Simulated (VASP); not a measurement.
# HgTe (Cmcm) in VASP: single point with r2SCAN

Aim: the single point of HgTe with r2SCAN.

All numbers are computed with VASP 6.6.1; they aren't measurements. Logs are shortened: lines on timing, memory, paths and dates and some standing lists are left out, and cuts for length are marked.

### 1 The cell of the first run

Symmetry: Cmcm, No. 63, orthorhombic system. Conventional cell: a = 5.612 Å, b = 7.123 Å, c = 5.855 Å, α = 90.00°, β = 90.00°, γ = 90.00°. Within 3.7 Å of Hg (site symmetry m2m) lie 5 Te at 2.83 to 3.18 Å. Within 3.7 Å of Te (site symmetry m2m) lie 5 Hg at 2.83 to 3.18 Å.

### 2 Single point, r2SCAN (strain -0.0500 x Voigt [1, -1, 0, 0, 0, 0])

Contents of POSCAR:

```
HgTe
1.0
    2.8058125429     -3.5617494023      0.0000000000
    2.8058125429      3.5617494023      0.0000000000
    0.0000000000      0.0000000000      5.8546929393
Hg Te
2 2
Direct
    0.3235324480      0.6764675520      0.7500000000
    0.6764675520      0.3235324480      0.2500000000
    0.7700436172      0.2299563828      0.7500000000
    0.2299563828      0.7700436172      0.2500000000
```

Contents of INCAR.step1:

```
PREC = Accurate
ENCUT = 520
ISMEAR = 0
SIGMA = 0.15
LREAL = F
LASPH = T
NELM = 80
NBANDS = 26
GGA = PE
ALGO = Normal
EDIFF = 1E-4
LWAVE = T
LCHARG = F
```

Contents of INCAR.step2:

```
PREC = Accurate
ENCUT = 520
EDIFF = 1E-6
ISMEAR = 0
SIGMA = 0.15
LREAL = F
LASPH = T
NELM = 80
ALGO = Normal
ISIF = 2
LWAVE = F
LCHARG = F
METAGGA = R2SCAN
LMIXTAU = T
NBANDS = 26
ISTART = 1
```

Contents of KPOINTS:

```
Automatic mesh
0
Gamma
  12 12 8
```

Potentials or basis: VASP PAW PBE potentials, release 64 (Hg, Te).

Run with:

```console
cat potpaw_PBE.64/Hg/POTCAR potpaw_PBE.64/Te/POTCAR > POTCAR
cp INCAR.step1 INCAR
mpirun -np 1 vasp_std > vasp.out
cp INCAR.step2 INCAR
mpirun -np 1 vasp_std > vasp.out
```

OUTCAR:

```text
PREC = Accurate
   ENCUT = 520
   EDIFF = 1E-6
   ISMEAR = 0
   LREAL = F
   LASPH = T
   NELM = 80
   ISIF = 2
   METAGGA = R2SCAN
   ISTART = 1

 ion  position               nearest neighbor table
   1  0.324  0.676  0.750-   3 2.83   3 2.83   4 3.00   4 3.00   3 3.18   2 3.86   2 3.86
   2  0.676  0.324  0.250-   4 2.83   4 2.83   3 3.00   3 3.00   4 3.18   1 3.86   1 3.86
   3  0.770  0.230  0.750-   1 2.83   1 2.83   2 3.00   2 3.00   1 3.18
   4  0.230  0.770  0.250-   2 2.83   2 2.83   1 3.00   1 3.00   2 3.18

  LATTYP: Found a base centered orthorhombic cell.
 ALAT       =     5.6116250858
 B/A-ratio  =     1.2694181624
 C/A-ratio  =     1.0433150558

  Lattice vectors:

 A1 = (   2.8058125429,  -3.5617494023,   0.0000000000)
 A2 = (   2.8058125429,   3.5617494023,   0.0000000000)
 A3 = (   0.0000000000,   0.0000000000,   5.8546929393)

Analysis of symmetry for initial positions (statically):
=====================================================================
 Subroutine PRICEL returns:
 Original cell was already a primitive cell.

 Routine SETGRP: Setting up the symmetry group for a
 base centered orthorhombic supercell.

 Subroutine GETGRP returns: Found  8 space group operations
 (whereof  4 operations were pure point group operations)
 out of a pool of  8 trial point group operations.

The static configuration has the point symmetry C_2h.
 The point group associated with its full space group is D_2h.

Analysis of symmetry for dynamics (positions and initial velocities):
=====================================================================
 Subroutine PRICEL returns:
 Original cell was already a primitive cell.

 Routine SETGRP: Setting up the symmetry group for a
 base centered orthorhombic supercell.

 Subroutine GETGRP returns: Found  8 space group operations
 (whereof  4 operations were pure point group operations)
 out of a pool of  8 trial point group operations.

The dynamic configuration has the point symmetry C_2h.
 The point group associated with its full space group is D_2h.

 Subroutine INISYM returns: Found  8 space group operations
 (whereof  4 operations are pure point group operations),
 and found     1 'primitive' translations

----------------------------------------------------------------------------------------

                                     Primitive cell

  volume of cell :     117.0189

  direct lattice vectors                    reciprocal lattice vectors
     2.805812543 -3.561749402  0.000000000     0.178201499 -0.140380455  0.000000000
     2.805812543  3.561749402  0.000000000     0.178201499  0.140380455  0.000000000
     0.000000000  0.000000000  5.854692939     0.000000000  0.000000000  0.170803151

  length of vectors
     4.534163962  4.534163962  5.854692939     0.226853358  0.226853358  0.170803151

  position of ions in fractional coordinates (direct lattice)
     0.323532448  0.676467552  0.750000000
     0.676467552  0.323532448  0.250000000
     0.770043617  0.229956383  0.750000000
     0.229956383  0.770043617  0.250000000

  ion indices of the primitive-cell ions
   primitive index   ion index
                 1           1
                 2           2
                 3           3
                 4           4

----------------------------------------------------------------------------------------

 KPOINTS: Automatic mesh

Automatic generation of k-mesh.
 Grid dimensions read from file:
 generate k-points for:   12   12    8

 Generating k-lattice:

  Cartesian coordinates                     Fractional coordinates (reciprocal lattice)
     0.014850125 -0.011698371  0.000000000     0.083333333  0.000000000  0.000000000
     0.014850125  0.011698371  0.000000000     0.000000000  0.083333333  0.000000000
     0.000000000  0.000000000  0.021350394     0.000000000  0.000000000  0.125000000

  Length of vectors
     0.018904447  0.018904447  0.021350394

  Shift w.r.t. Gamma in fractional coordinates (k-lattice)
     0.000000000  0.000000000  0.000000000

 Subroutine IBZKPT returns following result:
 ===========================================

 Found    215 irreducible k-points:

 Following reciprocal coordinates:
            Coordinates               Weight
  0.000000  0.000000  0.000000      1.000000
  0.083333  0.000000  0.000000      4.000000
  0.166667  0.000000  0.000000      4.000000
  0.250000  0.000000  0.000000      4.000000
  0.333333  0.000000  0.000000      4.000000
  0.416667  0.000000  0.000000      4.000000
[... 16 lines left out ...]
  0.500000  0.166667  0.000000      4.000000
 -0.416667  0.166667  0.000000      4.000000
 [... further k-points ...]
   k-points           NKPTS =    215   k-points in BZ     NKDIM =    215   number of bands    NBANDS=     26
   number of dos      NEDOS =    301   number of ions     NIONS =      4
   total plane-waves  NPLWV =  62208
   dimension x,y,z NGX =    36 NGY =   36 NGZ =   48
   dimension x,y,z NGXF=    72 NGYF=   72 NGZF=   96
   ions per type =               2   2
   NGX,Y,Z   is equivalent  to a cutoff of  13.20, 13.20, 13.63 a.u.
   NGXF,Y,Z  is equivalent  to a cutoff of  26.40, 26.40, 27.26 a.u.
 SYSTEM =  unknown system
   PREC   = accura    normal or accurate (medium, high low for compatibility)
   ISTART =      1    job   : 0-new  1-cont  2-samecut
   ICHARG =      0    charge: 1-file 2-atom 10-const
   ISPIN  =      1    spin polarized calculation?
   LNONCOLLINEAR =      F non collinear calculations
   LSORBIT =      F    spin-orbit coupling
   LASPH  =      T    aspherical Exc in radial PAW
   ENCUT  =  520.0 eV  38.22 Ry    6.18 a.u.   8.43  8.43 10.89*2*pi/ulx,y,z
   NELM   =     80;   NELMIN=  2; NELMDL=  0     # of ELM steps
   EDIFF  = 0.1E-05   stopping-criterion for ELM
   LREAL  =      F    real-space projection
[... 7 lines left out ...]
   TEBEG  =    0.0;   TEEND  =   0.0 temperature during run
   PSTRESS=    0.0 pullay stress
   NELECT =      36.0000    total number of electrons
   NUPDOWN=      -1.0000    fix difference up-down
   EMIN   =  10.00;   EMAX   =-10.00  energy-range for DOS
   EFERMI =   0.00;   METHOD = LEGACY
   ISMEAR =     0;   SIGMA  =   0.15  broadening in eV -4-tet -1-fermi 0-gaus
   EFERMI_NEDOS =   21; number of points for ismear=-14 and -15
   IALGO  =     38    algorithm
   IMIX   =      4    mixing-type and parameters
     AMIX     =   0.40;   BMIX     =  1.00
     AMIX_MAG =   1.60;   BMIX_MAG =  1.00
  volume/ion in A,a.u.               =      29.25       197.42
  Fermi-wavevector in a.u.,A,eV,Ry     =   1.105156  2.088442 16.617747  1.221370
  Thomas-Fermi vector in A             =   2.241639
   LORBIT       =      0    0 simple, 1 ext, 2 COOP (PROOUT), +10 PAW based schemes
   METAGGA = R2SCAN    functional components
   LHFCALC =     F    Hartree Fock is set to
   AEXX    =    0.0000 exact exchange contribution
   IVDW    =     0    specifies the selected vdW correction
   LEPSILON=     F    determine dielectric tensor
   LRPA    =     F    only Hartree local field effects (RPA)
 non-spin polarized calculation
 Gauss-broadening in eV      SIGMA  =   0.15
  energy-cutoff  :      520.00
  volume of cell :      117.02
 maximum number of plane-waves:      3198
 NGX is ok and might be reduce to    36
   NGX = 17   NGY = 17   NGZ = 21

 number of electron      36.0000002 magnetization

 Free energy of the ion-electron system (eV)
  ---------------------------------------------------
  ext. energy  EPLUGINS =         0.00000000
  ---------------------------------------------------
  free energy    TOTEN  =      -149.57228955 eV

  energy without entropy =     -149.55178941  energy(sigma->0) =     -149.56203948

 E-fermi :   4.0090     XC(G=0): -10.2032

 val. band max:        4.0028722345   @ k =   0.2500   0.0000   0.3750
 cond. band min:       4.0102831435   @ k =  -0.4167   0.0833   0.5000
 fundamental gap:      0.0074109090
 Fermi energy:         4.0090086015

 k-point     1 :       0.0000    0.0000    0.0000
  band No.  band energies     occupation
      1      -8.6142      2.00000
      2      -7.4770      2.00000
      3      -3.3696      2.00000
      4      -3.2205      2.00000
      5      -3.2115      2.00000
      6      -3.2058      2.00000
[... 18 lines left out ...]
     25      11.5910      0.00000
     26      11.9766      0.00000

 k-point     2 :       0.0833    0.0000    0.0000
  band No.  band energies     occupation
      1      -8.5740      2.00000
      2      -7.4603      2.00000
      3      -3.4028      2.00000
      4      -3.2842      2.00000
      5      -3.2255      2.00000
      6      -3.1896      2.00000
[... 18 lines left out ...]
     25      11.5016      0.00000
     26      12.2322      0.00000

 k-point     3 :       0.1667    0.0000    0.0000
  band No.  band energies     occupation
      1      -8.4563      2.00000
      2      -7.4172      2.00000
      3      -3.4821      2.00000
      4      -3.3861      2.00000
      5      -3.2414      2.00000
      6      -3.1630      2.00000
[... 18 lines left out ...]
     25      11.5034      0.00000
     26      12.3245      0.00000

 k-point     4 :       0.2500    0.0000    0.0000
  band No.  band energies     occupation
      1      -8.2710      2.00000
      2      -7.3697      2.00000
      3      -3.5875      2.00000
      4      -3.5161      2.00000
      5      -3.2692      2.00000
      6      -3.1821      2.00000
[... 18 lines left out ...]
     25      11.4299      0.00000
     26      12.0511      0.00000

 k-point     5 :       0.3333    0.0000    0.0000
  band No.  band energies     occupation
      1      -8.0374      2.00000
      2      -7.3543      2.00000
      3      -3.7102      2.00000
      4      -3.6629      2.00000
      5      -3.3036      2.00000
      6      -3.2024      2.00000
[... 18 lines left out ...]
     25      11.1882      0.00000
     26      11.9530      0.00000

 k-point     6 :       0.4167    0.0000    0.0000
  band No.  band energies     occupation
      1      -7.7867      2.00000
      2      -7.4120      2.00000
      3      -3.8291      2.00000
      4      -3.7769      2.00000
      5      -3.3311      2.00000
      6      -3.2138      2.00000
[... 427 lines left out ...]
 k-point    21 :       0.3333    0.1667    0.0000
  band No.  band energies     occupation
      1      -7.7407      2.00000
      2      -7.4067      2.00000
      3      -3.8697      2.00000
      4      -3.8213      2.00000
      5      -3.3334      2.00000
      6      -3.2192      2.00000
[... 18 lines left out ...]
     25      10.7271      0.00000
     26      11.9409      0.00000

 k-point    22 :       0.4167    0.1667    0.0000
  band No.  band energies     occupation
      1      -7.5641      2.00000
      2      -7.5512      2.00000
      3      -3.8245      2.00000
      4      -3.7608      2.00000
      5      -3.3488      2.00000
      6      -3.1988      2.00000
[... 18 lines left out ...]
     25      11.4587      0.00000
     26      11.8368      0.00000

 k-point    23 :       0.5000    0.1667    0.0000
  band No.  band energies     occupation
      1      -7.7674      2.00000
      2      -7.4389      2.00000
      3      -3.6815      2.00000
      4      -3.6361      2.00000
      5      -3.3452      2.00000
      6      -3.1737      2.00000
[... 18 lines left out ...]
     25      11.0755      0.00000
     26      12.7341      0.00000

 k-point    24 :      -0.4167    0.1667    0.0000
  band No.  band energies     occupation
      1      -7.9919      2.00000
      2      -7.3968      2.00000
      3      -3.5513      2.00000
      4      -3.4631      2.00000
      5      -3.3259      2.00000
      6      -3.1487      2.00000
[... 18 lines left out ...]
     25      11.7123      0.00000
     26      12.6725      0.00000

 [... further k-points ...]

------------------------ aborting loop because EDIFF is reached ----------------------------------------

  FORCE on cell =-STRESS in cart. coord.  units (eV):
  Direction    XX          YY          ZZ          XY          YZ          ZX
  --------------------------------------------------------------------------------------
  -------------------------------------------------------------------------------------
  Total        4.2515361     -0.4954107      0.7554005      0.0000000      0.0000000      0.0000000
  in kB       58.2103648     -6.7829697     10.3426470      0.0000000      0.0000000      0.0000000
  external PRESSURE =      20.5900140 kB  Pullay stress =       0.0000000 kB

 VOLUME and BASIS-vectors are now :
 -----------------------------------------------------------------------------
  energy-cutoff  :      520.00
  volume of cell :      117.02
      direct lattice vectors                 reciprocal lattice vectors
     2.805812543 -3.561749402  0.000000000     0.178201499 -0.140380455  0.000000000
     2.805812543  3.561749402  0.000000000     0.178201499  0.140380455  0.000000000
     0.000000000  0.000000000  5.854692939     0.000000000  0.000000000  0.170803151

 POSITION                                       TOTAL-FORCE (eV/Angst)
 -----------------------------------------------------------------------------------
      2.80581      1.25707      4.39102         0.000000     -0.167576     -0.000000
      2.80581     -1.25707      1.46367         0.000000      0.167576     -0.000000
      2.80581     -1.92366      4.39102         0.000000      0.194120      0.000000
      2.80581      1.92366      1.46367         0.000000     -0.194120      0.000000
 -----------------------------------------------------------------------------------
    total drift:                                0.000000      0.000000     -0.000000

  FREE ENERGIE OF THE ION-ELECTRON SYSTEM (eV)
  ---------------------------------------------------
  free  energy   TOTEN  =      -149.5722895527 eV

  energy  without entropy=     -149.5517894054  energy(sigma->0) =     -149.56203948
```

Run time: 59 min. Hardware: 1 thread of Oxide Virtual Turin-like, shared host; peak memory 0.64 GiB.

Results:

```
Free energy            : -149.5723 eV
Pressure               : 2.1 GPa
Largest force          : 0.194 eV/Å
Band gap on the k mesh : zero (bands 18 and 19 overlap by 2.24 eV)
```

Forces on the atoms (eV/Å):
```
Hg   0.000 -0.168  0.000
Hg   0.000  0.168  0.000
Te   0.000  0.194  0.000
Te   0.000 -0.194  0.000
```

Levels at points of the mesh, in eV from the Fermi level:
```csv
k point,band 15,band 16,band 17,band 18,band 19,band 20,band 21,band 22
"(0.00, 0.00, 0.00)",-2.74,-1.85,-1.42,-0.64,-0.26,-0.21,4.76,5.19
"(0.50, 0.00, 0.00)",-2.66,-2.21,-0.98,-0.90,2.34,3.28,3.46,4.63
"(0.50, 0.50, 0.00)",-2.93,-2.15,-2.13,-2.11,-1.60,-1.11,3.81,5.89
"(0.00, 0.00, 0.50)",-2.34,-2.34,-0.92,-0.92,1.33,1.33,4.93,4.93
"(0.50, 0.00, 0.50)",-1.07,-1.07,0.56,0.56,2.34,2.34,4.31,4.31
"(0.50, 0.50, 0.50)",-3.29,-3.29,-3.07,-3.07,2.07,2.07,5.95,5.95
```

Caveat: the cell differs from its parent crystal (strain -0.0500 x Voigt [1, -1, 0, 0, 0, 0]); the stress differs along the axes, from -1 to 6 GPa; the PAW data sets were made with another functional, which shifts forces and pressure a little; spin-orbit coupling is left out, which moves the levels of the heavy elements.
